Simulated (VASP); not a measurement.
## BaZrO3: single point with LDA

BaZrO3:

```xyz
5
Lattice="3.6912 0.0000 0.0000 0.0000 4.1475 0.0000 0.0000 0.0000 4.1475" Properties=species:S:1:pos:R:3 pbc="T T T"
Ba    1.8456    2.0737    2.0737
Zr    0.0000    0.0000    0.0000
O     1.8456    0.0000    0.0000
O     0.0000    2.0737    0.0000
O     0.0000    0.0000    2.0737
```

This cell differs from its parent crystal: normal strain along x -0.1100, normal strain along y +0.0000.

```yaml
Program: VASP 6.6.1
Task: single point
Functional: LDA
Potentials_or_basis: VASP PAW LDA potentials, release 64 (Ba_sv, Zr_sv, O_h)
Cutoff: 910 eV
k_mesh: 6 × 6 × 6
Occupations: gaussian, width 0.05 eV
Spin: no spin polarisation
```

The pressure is 33.8 GPa. The band gap on the k mesh is 2.13 eV.

Stress tensor (GPa, compression positive):
```
72.34  0.00  0.00
 0.00 14.58  0.00
 0.00  0.00 14.58
```

Levels at points of the mesh, in eV from the valence-band top:
```csv
k point,band 17,band 18,band 19,band 20,band 21,band 22,band 23,band 24
"(0.00, 0.00, 0.00)",-1.46,-0.92,-0.92,0.00,2.13,2.85,2.85,3.33
"(0.50, 0.00, 0.00)",-2.97,-2.68,-1.09,-1.09,3.07,6.61,7.16,7.16
"(0.00, 0.50, 0.00)",-2.26,-2.26,-1.11,-0.05,3.30,5.30,5.32,5.45
"(0.50, 0.50, 0.00)",-1.41,-1.38,-1.35,-0.95,5.35,6.40,6.75,7.19
"(0.00, 0.50, 0.50)",-2.29,-2.29,-1.16,-0.11,5.38,5.45,5.45,6.52
"(0.50, 0.50, 0.50)",-2.60,-0.96,-0.66,-0.66,5.19,5.80,5.80,6.84
```

Run time: 2.3 min on 1 thread of Intel(R) Xeon(R) Platinum 8259CL CPU @ 2.50GHz (Skylake/Cascade Lake), on a shared host, peak memory 0.31 GiB.

Caveat: the cell differs from its parent crystal (normal strain along x -0.1100, normal strain along y +0.0000); the cutoff is under 1.25 times the usual one of these potentials, so pressure, stress and relaxed cells hold a basis-set (Pulay) error; the cell stands under pressure; spin-orbit coupling is left out, which moves the levels of the heavy elements. A k mesh can miss the band edges.
